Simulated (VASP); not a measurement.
# Hf (P6_3/mmc) in VASP: a series of runs, part 2 of 3

VASP 6.6.1. The steps go on from the part before.

## (3) Single point, LDA

This run uses another cell than the first one, of 20.83 Å³/atom.

Contents of INCAR:

```
PREC = Accurate
ENCUT = 520
EDIFF = 1E-7
ISMEAR = 0
SIGMA = 0.1
LREAL = False
LASPH = True
NELM = 80
ALGO = Normal
ISIF = 2
LWAVE = False
LCHARG = True
GGA = CA
LELF = True
LVHAR = True
NBANDS = 17
```

Contents of KPOINTS:

```
regular mesh
0
Gamma
  15 15 8
```

Contents of POSCAR:

```
Hf
1.0
    3.1207522529      0.0000000000      0.0000000000
   -1.5603761265      2.7026507299      0.0000000000
    0.0000000000      0.0000000000      4.9387786700
Hf
2
Direct
    0.3333333333      0.6666666667      0.2500000000
    0.6666666667      0.3333333333      0.7500000000
```

Potentials or basis: VASP PAW LDA potentials, release 64 (Hf_pv).

The run is started by

```console
$ cat potpaw_LDA.64/Hf_pv/POTCAR > POTCAR
$ mpirun -np 1 vasp_std > vasp.out
```

OUTCAR:

```text
PREC = Accurate
   ENCUT = 520
   EDIFF = 1E-7
   ISMEAR = 0
   LREAL = False
   LASPH = True
   NELM = 80
   ISIF = 2
   GGA = CA

 ion  position               nearest neighbor table
   1  0.333  0.667  0.250-   2 3.06   2 3.06   2 3.06   2 3.06   2 3.06   2 3.06
   2  0.667  0.333  0.750-   1 3.06   1 3.06   1 3.06   1 3.06   1 3.06   1 3.06

  LATTYP: Found a hexagonal cell.
 ALAT       =     3.1207522529
 C/A-ratio  =     1.5825603155

  Lattice vectors:

 A1 = (   3.1207522529,   0.0000000000,   0.0000000000)
 A2 = (  -1.5603761265,   2.7026507299,   0.0000000000)
 A3 = (   0.0000000000,   0.0000000000,   4.9387786700)

Analysis of symmetry for initial positions (statically):
=====================================================================
 Subroutine PRICEL returns:
 Original cell was already a primitive cell.

 Routine SETGRP: Setting up the symmetry group for a
 hexagonal supercell.

 Subroutine GETGRP returns: Found 24 space group operations
 (whereof 12 operations were pure point group operations)
 out of a pool of 24 trial point group operations.

The static configuration has the point symmetry D_3d.
 The point group associated with its full space group is D_6h.

Analysis of symmetry for dynamics (positions and initial velocities):
=====================================================================
 Subroutine PRICEL returns:
 Original cell was already a primitive cell.

 Routine SETGRP: Setting up the symmetry group for a
 hexagonal supercell.

 Subroutine GETGRP returns: Found 24 space group operations
 (whereof 12 operations were pure point group operations)
 out of a pool of 24 trial point group operations.

The dynamic configuration has the point symmetry D_3d.
 The point group associated with its full space group is D_6h.

 Subroutine INISYM returns: Found 24 space group operations
 (whereof 12 operations are pure point group operations),
 and found     1 'primitive' translations

----------------------------------------------------------------------------------------

                                     Primitive cell

  volume of cell :      41.6552

  direct lattice vectors                    reciprocal lattice vectors
     3.120752253  0.000000000  0.000000000     0.320435561  0.185003558  0.000000000
    -1.560376127  2.702650730  0.000000000     0.000000000  0.370007115  0.000000000
     0.000000000  0.000000000  4.938778670     0.000000000  0.000000000  0.202479209

  length of vectors
     3.120752253  3.120752253  4.938778670     0.370007115  0.370007115  0.202479209

  position of ions in fractional coordinates (direct lattice)
     0.333333333  0.666666667  0.250000000
     0.666666667  0.333333333  0.750000000

  ion indices of the primitive-cell ions
   primitive index   ion index
                 1           1
                 2           2

----------------------------------------------------------------------------------------

 KPOINTS: regular mesh

Automatic generation of k-mesh.
 Grid dimensions read from file:
 generate k-points for:   15   15    8

 Generating k-lattice:

  Cartesian coordinates                     Fractional coordinates (reciprocal lattice)
     0.021362371  0.012333571  0.000000000     0.066666667  0.000000000  0.000000000
     0.000000000  0.024667141  0.000000000     0.000000000  0.066666667  0.000000000
     0.000000000  0.000000000  0.025309901     0.000000000  0.000000000  0.125000000

  Length of vectors
     0.024667141  0.024667141  0.025309901

  Shift w.r.t. Gamma in fractional coordinates (k-lattice)
     0.000000000  0.000000000  0.000000000

 Subroutine IBZKPT returns following result:
 ===========================================

 Found    135 irreducible k-points:

 Following reciprocal coordinates:
            Coordinates               Weight
  0.000000  0.000000  0.000000      1.000000
  0.066667  0.000000  0.000000      6.000000
  0.133333  0.000000  0.000000      6.000000
  0.200000  0.000000  0.000000      6.000000
  0.266667  0.000000  0.000000      6.000000
  0.333333 -0.000000  0.000000      6.000000
[... 16 lines left out ...]
  0.333333  0.200000  0.000000     12.000000
  0.400000  0.200000  0.000000      6.000000
 [... further k-points ...]
   k-points           NKPTS =    135   k-points in BZ     NKDIM =    135   number of bands    NBANDS=     17
   number of dos      NEDOS =    301   number of ions     NIONS =      2
   total plane-waves  NPLWV =  23040
   dimension x,y,z NGX =    24 NGY =   24 NGZ =   40
   dimension x,y,z NGXF=    48 NGYF=   48 NGZF=   80
   ions per type =               2
   NGX,Y,Z   is equivalent  to a cutoff of  12.79, 12.79, 13.46 a.u.
   NGXF,Y,Z  is equivalent  to a cutoff of  25.57, 25.57, 26.93 a.u.
 SYSTEM =  unknown system
   PREC   = accura    normal or accurate (medium, high low for compatibility)
   ISTART =      0    job   : 0-new  1-cont  2-samecut
   ICHARG =      2    charge: 1-file 2-atom 10-const
   ISPIN  =      1    spin polarized calculation?
   LNONCOLLINEAR =      F non collinear calculations
   LSORBIT =      F    spin-orbit coupling
   LASPH  =      T    aspherical Exc in radial PAW
   ENCUT  =  520.0 eV  38.22 Ry    6.18 a.u.   5.80  5.80  9.18*2*pi/ulx,y,z
   NELM   =     80;   NELMIN=  2; NELMDL= -5     # of ELM steps
   EDIFF  = 0.1E-06   stopping-criterion for ELM
   LREAL  =      F    real-space projection
   EDIFFG = 0.1E-05   stopping-criterion for IOM
   NSW    =      0    number of steps for IOM
   IBRION =     -1    ionic relax: 0-MD 1-quasi-New 2-CG
   NFREE  =      0    steps in history (QN), initial steepest desc. (CG)
   ISIF   =      2    stress and relaxation
   ISYM   =      2    0-nonsym 1-usesym 2-fastsym
   POTIM  = 0.5000    time-step for ionic-motion
   TEBEG  =    0.0;   TEEND  =   0.0 temperature during run
   PSTRESS=    0.0 pullay stress
   NELECT =      20.0000    total number of electrons
   NUPDOWN=      -1.0000    fix difference up-down
   EMIN   =  10.00;   EMAX   =-10.00  energy-range for DOS
   EFERMI =   0.00;   METHOD = LEGACY
   ISMEAR =     0;   SIGMA  =   0.10  broadening in eV -4-tet -1-fermi 0-gaus
   EFERMI_NEDOS =   21; number of points for ismear=-14 and -15
   IALGO  =     38    algorithm
   IMIX   =      4    mixing-type and parameters
     AMIX     =   0.40;   BMIX     =  1.00
     AMIX_MAG =   1.60;   BMIX_MAG =  1.00
  volume/ion in A,a.u.               =      20.83       140.55
  Fermi-wavevector in a.u.,A,eV,Ry     =   1.281923  2.422483 22.358812  1.643326
  Thomas-Fermi vector in A             =   2.414264
   LORBIT       =      0    0 simple, 1 ext, 2 COOP (PROOUT), +10 PAW based schemes
   GGA     = CA    functional components
   LHFCALC =     F    Hartree Fock is set to
   AEXX    =    0.0000 exact exchange contribution
   IVDW    =     0    specifies the selected vdW correction
   LEPSILON=     F    determine dielectric tensor
   LRPA    =     F    only Hartree local field effects (RPA)
 non-spin polarized calculation
 Gauss-broadening in eV      SIGMA  =   0.10
  energy-cutoff  :      520.00
  volume of cell :       41.66
 maximum number of plane-waves:      1136
 NGX is ok and might be reduce to    24
   NGX = 11   NGY = 11   NGZ = 19

 number of electron      19.9999998 magnetization

 Free energy of the ion-electron system (eV)
  ---------------------------------------------------
  ext. energy  EPLUGINS =         0.00000000
  ---------------------------------------------------
  free energy    TOTEN  =       -21.39368568 eV

  energy without entropy =      -21.38593528  energy(sigma->0) =      -21.38981048

 E-fermi :   5.3211     XC(G=0): -11.8003

 val. band max:        5.3159270718   @ k =   0.0000   0.0000   0.3750
 cond. band min:       5.3457343028   @ k =   0.0667   0.0000   0.2500
 fundamental gap:      0.0298072310
 Fermi energy:         5.3211320662

 k-point     1 :       0.0000    0.0000    0.0000
  band No.  band energies     occupation
      1     -25.6073      2.00000
      2     -24.6479      2.00000
      3     -24.6479      2.00000
      4     -24.4867      2.00000
      5     -24.4849      2.00000
      6     -24.4849      2.00000
[... 9 lines left out ...]
     16       7.9979      0.00000
     17      10.9424      0.00000
[... 441 lines left out ...]
 k-point    24 :       0.4000    0.2000    0.0000
  band No.  band energies     occupation
      1     -25.3164      2.00000
      2     -25.1299      2.00000
      3     -25.0574      2.00000
      4     -25.0081      2.00000
      5     -24.8323      2.00000
      6     -24.7681      2.00000
[... 9 lines left out ...]
     16      11.6217      0.00000
     17      12.2565      0.00000

 [... further k-points ...]

------------------------ aborting loop because EDIFF is reached ----------------------------------------

  FORCE on cell =-STRESS in cart. coord.  units (eV):
  Direction    XX          YY          ZZ          XY          YZ          ZX
  --------------------------------------------------------------------------------------
  -------------------------------------------------------------------------------------
  Total        0.0265334      0.0265334      0.0189299     -0.0000000      0.0000000     -0.0000000
  in kB        1.0205497      1.0205497      0.7281003     -0.0000000      0.0000000     -0.0000000
  external PRESSURE =       0.9230666 kB  Pullay stress =       0.0000000 kB

 VOLUME and BASIS-vectors are now :
 -----------------------------------------------------------------------------
  energy-cutoff  :      520.00
  volume of cell :       41.66
      direct lattice vectors                 reciprocal lattice vectors
     3.120752253  0.000000000  0.000000000     0.320435561  0.185003558  0.000000000
    -1.560376127  2.702650730  0.000000000     0.000000000  0.370007115  0.000000000
     0.000000000  0.000000000  4.938778670     0.000000000  0.000000000  0.202479209

 POSITION                                       TOTAL-FORCE (eV/Angst)
 -----------------------------------------------------------------------------------
     -0.00000      1.80177      1.23469         0.000000     -0.000000      0.000000
      1.56038      0.90088      3.70408        -0.000000      0.000000      0.000000
 -----------------------------------------------------------------------------------
    total drift:                               -0.000000      0.000000     -0.000000

  FREE ENERGIE OF THE ION-ELECTRON SYSTEM (eV)
  ---------------------------------------------------
  free  energy   TOTEN  =       -21.3936856759 eV

  energy  without entropy=      -21.3859352795  energy(sigma->0) =      -21.38981048
```

Run time: 54 s. Hardware: 1 thread of Intel Xeon Platinum 8375C at 2.90GHz (Ice Lake), shared host; peak memory 0.2 GiB.

Results:

| Item | Value |
| --- | --- |
| Free energy | -21.3937 eV |
| Pressure | 0.1 GPa |
| Band gap on the k mesh | zero (bands 10 and 11 overlap by 1.54 eV) |

Caveat: spin-orbit coupling is left out, which moves the levels of the heavy elements.

(Part 2 of 3 ends here.)
